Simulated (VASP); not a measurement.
# TiN (pbe) (Fm-3m) in VASP: further runs, part 2 of 2

VASP 6.6.1. The steps go on from the part before.

### Step 5. Relaxation of cell and atoms, PBE

File INCAR:

```
SYSTEM = TiN
PREC = Accurate ; ENCUT = 600
EDIFF = 1E-6 ; ISMEAR = 0
SIGMA = 0.1 ; LREAL = .False.
LASPH = .True. ; NELM = 60
ALGO = Normal ; ISIF = 3
LWAVE = .False. ; LCHARG = .False.
GGA = PE ; IBRION = 2
NSW = 100 ; EDIFFG = -0.002
```

File KPOINTS:

```
Automatic mesh
0
Gamma
  18 18 18
  0 0 0
```

File POSCAR:

```
TiN
1.0
    0.0000000000      2.1206234500      2.1206234500
    2.1206234500      0.0000000000      2.1206234500
    2.1206234500      2.1206234500      0.0000000000
Ti N
1 1
Direct
    0.0000000000      0.0000000000      0.0000000000
    0.5000000000      0.5000000000      0.5000000000
```

Potentials or basis: VASP PAW PBE potentials, release 64 (Ti_sv, N).

On the command line:

```sh
$ cat potpaw_PBE.64/Ti_sv/POTCAR potpaw_PBE.64/N/POTCAR > POTCAR
$ mpirun -np 1 vasp_std > vasp.out
```

OUTCAR:

```text
SYSTEM = TiN
   PREC = Accurate
   ENCUT = 600
   EDIFF = 1E-6
   ISMEAR = 0
   LREAL = .False.
   LASPH = .True.
   NELM = 60
   ISIF = 3
   GGA = PE
   IBRION = 2
   NSW = 100
   EDIFFG = -0.002

 ion  position               nearest neighbor table
   1  0.000  0.000  0.000-   2 2.12   2 2.12   2 2.12   2 2.12   2 2.12   2 2.12
   2  0.500  0.500  0.500-   1 2.12   1 2.12   1 2.12   1 2.12   1 2.12   1 2.12

  LATTYP: Found a face centered cubic cell.
 ALAT       =     4.2412469000

  Lattice vectors:

 A1 = (   0.0000000000,   2.1206234500,   2.1206234500)
 A2 = (   2.1206234500,   0.0000000000,   2.1206234500)
 A3 = (   2.1206234500,   2.1206234500,   0.0000000000)

Analysis of symmetry for initial positions (statically):
=====================================================================
 Subroutine PRICEL returns:
 Original cell was already a primitive cell.

 Routine SETGRP: Setting up the symmetry group for a
 face centered cubic supercell.

 Subroutine GETGRP returns: Found 48 space group operations
 (whereof 48 operations were pure point group operations)
 out of a pool of 48 trial point group operations.

The static configuration has the point symmetry O_h .

Analysis of symmetry for dynamics (positions and initial velocities):
=====================================================================
 Subroutine PRICEL returns:
 Original cell was already a primitive cell.

 Routine SETGRP: Setting up the symmetry group for a
 face centered cubic supercell.

 Subroutine GETGRP returns: Found 48 space group operations
 (whereof 48 operations were pure point group operations)
 out of a pool of 48 trial point group operations.

The dynamic configuration has the point symmetry O_h .

 Subroutine INISYM returns: Found 48 space group operations
 (whereof 48 operations are pure point group operations),
 and found     1 'primitive' translations

----------------------------------------------------------------------------------------

                                     Primitive cell

  volume of cell :      19.0731

  direct lattice vectors                    reciprocal lattice vectors
     0.000000000  2.120623450  2.120623450    -0.235779718  0.235779718  0.235779718
     2.120623450  0.000000000  2.120623450     0.235779718 -0.235779718  0.235779718
     2.120623450  2.120623450  0.000000000     0.235779718  0.235779718 -0.235779718

  length of vectors
     2.999014444  2.999014444  2.999014444     0.408382452  0.408382452  0.408382452

  position of ions in fractional coordinates (direct lattice)
     0.000000000  0.000000000  0.000000000
     0.500000000  0.500000000  0.500000000

  ion indices of the primitive-cell ions
   primitive index   ion index
                 1           1
                 2           2

----------------------------------------------------------------------------------------

 KPOINTS: Automatic mesh

Automatic generation of k-mesh.
 Grid dimensions read from file:
 generate k-points for:   18   18   18

 Generating k-lattice:

  Cartesian coordinates                     Fractional coordinates (reciprocal lattice)
    -0.013098873  0.013098873  0.013098873     0.055555556  0.000000000  0.000000000
     0.013098873 -0.013098873  0.013098873     0.000000000  0.055555556  0.000000000
[... 51 lines left out ...]
   ICHARG =      2    charge: 1-file 2-atom 10-const
   ISPIN  =      1    spin polarized calculation?
   LNONCOLLINEAR =      F non collinear calculations
   LSORBIT =      F    spin-orbit coupling
   LASPH  =      T    aspherical Exc in radial PAW
   ENCUT  =  600.0 eV  44.10 Ry    6.64 a.u.   5.99  5.99  5.99*2*pi/ulx,y,z
   NELM   =     60;   NELMIN=  2; NELMDL= -5     # of ELM steps
   EDIFF  = 0.1E-05   stopping-criterion for ELM
   LREAL  =      F    real-space projection
   EDIFFG = -.2E-02   stopping-criterion for IOM
   NSW    =    100    number of steps for IOM
   IBRION =      2    ionic relax: 0-MD 1-quasi-New 2-CG
   NFREE  =      1    steps in history (QN), initial steepest desc. (CG)
   ISIF   =      3    stress and relaxation
   ISYM   =      2    0-nonsym 1-usesym 2-fastsym
   POTIM  = 0.5000    time-step for ionic-motion
   TEBEG  =    0.0;   TEEND  =   0.0 temperature during run
   PSTRESS=    0.0 pullay stress
   NELECT =      17.0000    total number of electrons
   NUPDOWN=      -1.0000    fix difference up-down
   EMIN   =  10.00;   EMAX   =-10.00  energy-range for DOS
   EFERMI =   0.00;   METHOD = LEGACY
   ISMEAR =     0;   SIGMA  =   0.10  broadening in eV -4-tet -1-fermi 0-gaus
   EFERMI_NEDOS =   21; number of points for ismear=-14 and -15
   IALGO  =     38    algorithm
   IMIX   =      4    mixing-type and parameters
     AMIX     =   0.40;   BMIX     =  1.00
     AMIX_MAG =   1.60;   BMIX_MAG =  1.00
  volume/ion in A,a.u.               =       9.54        64.36
  Fermi-wavevector in a.u.,A,eV,Ry     =   1.575497  2.977258 33.772256  2.482191
  Thomas-Fermi vector in A             =   2.676472
   LORBIT       =      0    0 simple, 1 ext, 2 COOP (PROOUT), +10 PAW based schemes
   GGA     = PE    functional components
   LHFCALC =     F    Hartree Fock is set to
   AEXX    =    0.0000 exact exchange contribution
   IVDW    =     0    specifies the selected vdW correction
   LEPSILON=     F    determine dielectric tensor
   LRPA    =     F    only Hartree local field effects (RPA)
 conjugate gradient relaxation of ions
 non-spin polarized calculation
 Gauss-broadening in eV      SIGMA  =   0.10
  energy-cutoff  :      600.00
  volume of cell :       19.07
 maximum number of plane-waves:       650
   NGX = 11   NGY = 11   NGZ = 11

--------------------------------------- Ionic step        1  -------------------------------------------

 number of electron      17.0000002 magnetization

 Free energy of the ion-electron system (eV)
  ---------------------------------------------------
  ext. energy  EPLUGINS =         0.00000000
  ---------------------------------------------------
  free energy    TOTEN  =       -19.63934008 eV

  energy without entropy =      -19.63508943  energy(sigma->0) =      -19.63721475

------------------------ aborting loop because EDIFF is reached ----------------------------------------

  FORCE on cell =-STRESS in cart. coord.  units (eV):
  Direction    XX          YY          ZZ          XY          YZ          ZX
  --------------------------------------------------------------------------------------
  -------------------------------------------------------------------------------------
  Total        0.1696288      0.1696288      0.1696288      0.0000000     -0.0000000     -0.0000000
  in kB       14.2491714     14.2491714     14.2491714      0.0000000     -0.0000000     -0.0000000
  external PRESSURE =      14.2491714 kB  Pullay stress =       0.0000000 kB
[... 275 lines left out ...]
--------------------------------------- Ionic step        9  -------------------------------------------

 number of electron      17.0000002 magnetization

 Free energy of the ion-electron system (eV)
  ---------------------------------------------------
  ext. energy  EPLUGINS =         0.00000000
  ---------------------------------------------------
  free energy    TOTEN  =       -19.63979283 eV

  energy without entropy =      -19.63550697  energy(sigma->0) =      -19.63764990

 E-fermi :  11.3830     XC(G=0): -12.9927

 val. band max:       11.3523308963   @ k =  -0.1667   0.1111   0.0000
 cond. band min:      11.3874721805   @ k =   0.1111   0.0556   0.0000
 fundamental gap:      0.0351412842
 Fermi energy:        11.3829719499

 k-point     1 :       0.0000    0.0000    0.0000
  band No.  band energies     occupation
      1     -46.4963      2.00000
      2     -22.4797      2.00000
      3     -22.4797      2.00000
      4     -22.4797      2.00000
      5      -5.6903      2.00000
      6       9.3440      2.00000
      7       9.3440      2.00000
      8       9.3440      2.00000
      9      10.7716      2.00000
     10      10.7716      2.00000
     11      10.7716      2.00000
     12      11.9542      0.00000
[... 331 lines left out ...]
 k-point    24 :      -0.2222    0.0556    0.0000
  band No.  band energies     occupation
      1     -46.4501      2.00000
      2     -22.7860      2.00000
      3     -22.5269      2.00000
      4     -22.4978      2.00000
      5      -4.6611      2.00000
      6       5.9323      2.00000
      7       7.0020      2.00000
      8       7.3090      2.00000
      9      11.6136      0.00111
     10      11.8204      0.00000
     11      12.2985      0.00000
     12      14.2898      0.00000

 [... further k-points ...]

------------------------ aborting loop because EDIFF is reached ----------------------------------------

  FORCE on cell =-STRESS in cart. coord.  units (eV):
  Direction    XX          YY          ZZ          XY          YZ          ZX
  --------------------------------------------------------------------------------------
  -------------------------------------------------------------------------------------
  Total        0.0018625      0.0018625      0.0018625     -0.0000000      0.0000000      0.0000000
  in kB        0.1556306      0.1556306      0.1556306     -0.0000000      0.0000000      0.0000000
  external PRESSURE =       0.1556306 kB  Pullay stress =       0.0000000 kB
[... 17 lines left out ...]
  FREE ENERGIE OF THE ION-ELECTRON SYSTEM (eV)
  ---------------------------------------------------
  free  energy   TOTEN  =       -19.6397928330 eV

  energy  without entropy=      -19.6355069654  energy(sigma->0) =      -19.63764990

 reached required accuracy - stopping structural energy minimisation
```

OSZICAR:

```text
N       E                     dE             d eps       ncg     rms          rms(c)
DAV:   1     0.153019507780E+03    0.15302E+03   -0.96778E+03  4680   0.186E+03
DAV:   2    -0.101456081355E+02   -0.16317E+03   -0.15653E+03  4892   0.443E+02
[... 58 lines left out ...]
DAV:   1    -0.196397944244E+02   -0.12592E-05   -0.38339E-05  4688   0.107E-01    0.119E-02
DAV:   2    -0.196397929961E+02    0.14284E-05   -0.63134E-06  4760   0.407E-02    0.324E-03
DAV:   3    -0.196397928048E+02    0.19128E-06   -0.11324E-06  2476   0.110E-02
   8 F= -.19639793E+02 E0= -.19637650E+02  d E =-.219316E-06
       N       E                     dE             d eps       ncg     rms          rms(c)
DAV:   1    -0.196397928248E+02    0.17125E-06   -0.35594E-07  2340   0.858E-03    0.469E-04
DAV:   2    -0.196397928330E+02   -0.82093E-08   -0.25858E-07  2340   0.495E-03
   9 F= -.19639793E+02 E0= -.19637650E+02  d E =-.282355E-07
```

Run time: 2.6 min. Hardware: 1 thread of Intel Xeon Platinum 8259CL at 2.50GHz (Skylake/Cascade Lake), shared host; peak memory 0.19 GiB.

Results:

```yaml
Free_energy: -19.6398 eV
Relaxed_volume: 9.59 Å³/atom
Relaxed_cell: a = 3.004 Å, b = 3.004 Å, c = 3.004 Å, α = 60.00°, β = 60.00°, γ = 60.00°
Space_group_after_relaxing_to_0.05_Å: Fm-3m (No. 225)
Energy_gained_by_relaxing: 0.2 meV/atom
Ionic_steps: 9
Pressure_after_relaxing: 0.0 GPa
```

The path:
```
step  energy change (eV)  largest force (eV/Å)  pressure (GPa)  volume (Å³)
   1              0.0000                0.0000            1.42        19.07
   2              0.0004                0.0000           -1.87        19.31
   3             -0.0005                0.0000           -0.11        19.17
   4             -0.0004                0.0000            0.06        19.17
   5             -0.0005                0.0000            0.11        19.17
   6             -0.0005                0.0000            0.10        19.17
   7             -0.0005                0.0000            0.07        19.17
   8             -0.0005                0.0000            0.06        19.17
   9             -0.0005                0.0000            0.02        19.17
```

Final structure:
```
Ti N
1.0
     0.00000    2.12435    2.12435
     2.12435    0.00000    2.12435
     2.12435    2.12435    0.00000
Ti N
1 1
Direct
  0.00000 0.00000 0.00000
  0.50000 0.50000 0.50000
```

Levels at points of the mesh, in eV from the Fermi level:
```
           k point  band 6  band 7  band 8  band 9  band 10  band 11  band 12
(0.00, 0.00, 0.00)   -2.04   -2.04   -2.04   -0.61    -0.61    -0.61     0.57
(0.50, 0.00, 0.00)   -8.05   -5.45   -5.45    1.67     1.67     2.33     5.69
(0.50, 0.50, 0.00)   -5.82   -3.23   -3.23   -3.04     1.62     2.36     2.36
```

### Step 6. Relaxation of cell and atoms, PBE

This run uses another cell than the first one, of 9.57 Å³/atom, 1.004 times its volume.

File INCAR:

```
SYSTEM = TiN
PREC     = Accurate       ! precision mode
ENCUT    = 600            ! plane-wave cutoff, eV
EDIFF    = 1E-6           ! SCF threshold, eV
ISMEAR   = -1             ! smearing method
SIGMA    = 0.15           ! smearing width, eV
LREAL    = .False.        ! projectors in reciprocal space
LASPH    = .True.         ! aspherical terms in the spheres
NELM     = 60             ! most SCF steps
ALGO     = Normal         ! electronic algorithm
ISIF     = 3              ! what is computed and relaxed
LWAVE    = .False.        ! write WAVECAR
LCHARG   = .False.        ! write CHGCAR
GGA      = PE             ! functional
IBRION   = 2              ! ionic algorithm
NSW      = 80             ! ionic steps
EDIFFG   = -0.001         ! ionic threshold
```

KPOINTS is that of step 5.

File POSCAR:

```
TiN
1.0
    0.0000000000      2.1233200922      2.1233200922
    2.1233200922      0.0000000000      2.1233200922
    2.1233200922      2.1233200922      0.0000000000
Ti N
1 1
Direct
    0.0000000000      0.0000000000      0.0000000000
    0.5000000000      0.5000000000      0.5000000000
```

Potentials or basis: VASP PAW PBE potentials, release 64 (Ti_sv, N).

On the command line:

```sh
$ cat potpaw_PBE.64/Ti_sv/POTCAR potpaw_PBE.64/N/POTCAR > POTCAR
$ mpirun -np 1 vasp_std > vasp.out
```

Wall time 1.8 min (1 thread of Intel Xeon Platinum 8259CL at 2.50GHz (Skylake/Cascade Lake), shared host); peak memory 0.19 GiB.

It converged, with:

| Property | Result |
| --- | --- |
| Free energy | -19.6699 eV |
| Relaxed volume | 9.60 Å³/atom |
| Relaxed cell | a = 3.005 Å, b = 3.005 Å, c = 3.005 Å, α = 60.00°, β = 60.00°, γ = 60.00° |
| Space group after relaxing (to 0.05 Å) | Fm-3m (No. 225) |
| Energy gained by relaxing | 0.1 meV/atom |
| Ionic steps | 4 |
| Pressure after relaxing | 0.0 GPa |

Step by step:
```csv
step,energy change (eV),largest force (eV/Å),pressure (GPa),volume (Å³)
1,0.0000,0.0000,0.72,19.15
2,0.0001,0.0000,-0.85,19.27
3,-0.0001,0.0000,-0.03,19.20
4,-0.0001,0.0000,-0.01,19.19
```

Final structure:
```
CELL_PARAMETERS angstrom
0.00000 2.12511 2.12511
2.12511 0.00000 2.12511
2.12511 2.12511 0.00000
ATOMIC_POSITIONS crystal
Ti 0.00000 0.00000 0.00000
N 0.50000 0.50000 0.50000
```

Levels at points of the mesh, in eV from the Fermi level:
| k point | band 6 | band 7 | band 8 | band 9 | band 10 | band 11 | band 12 |
| --- | --- | --- | --- | --- | --- | --- | --- |
| (0.00, 0.00, 0.00) | -2.02 | -2.02 | -2.02 | -0.59 | -0.59 | -0.59 | 0.59 |
| (0.50, 0.00, 0.00) | -8.03 | -5.43 | -5.43 | 1.68 | 1.68 | 2.35 | 5.70 |
| (0.50, 0.50, 0.00) | -5.80 | -3.21 | -3.21 | -3.02 | 1.64 | 2.38 | 2.38 |

### Step 7. The runs side by side

```tsv
task	cell	k mesh	cutoff (eV)	smearing	gap on the mesh (eV)	pressure (GPa)	relaxed volume (Å³/atom)
single point	a = 2.999 Å, angles 60.0°, 2 atoms	8 × 8 × 8	520	gaussian 0.1 eV	none	1.8	-
single point	a = 3.003 Å, angles 60.0°, 2 atoms	18 × 18 × 18	520	gaussian 0.1 eV	none	0.5	-
single point	a = 3.004 Å, angles 60.0°, 2 atoms	18 × 18 × 18	520	fermi-dirac 0.15 eV	none	0.5	-
relaxation of cell and atoms	relaxed from a = 2.999 Å, angles 60.0°, 2 atoms	18 × 18 × 18	600	gaussian 0.1 eV	none	0.0	9.59
relaxation of cell and atoms	relaxed from a = 3.003 Å, angles 60.0°, 2 atoms	18 × 18 × 18	600	fermi-dirac 0.15 eV	none	0.0	9.60
```

Alike in all rows: level PBE; potentials or basis VASP PAW PBE potentials, release 64 (Ti_sv, N); no spin polarisation.

Total energies depend on the potentials used, so only differences within one code and one set of settings carry meaning.
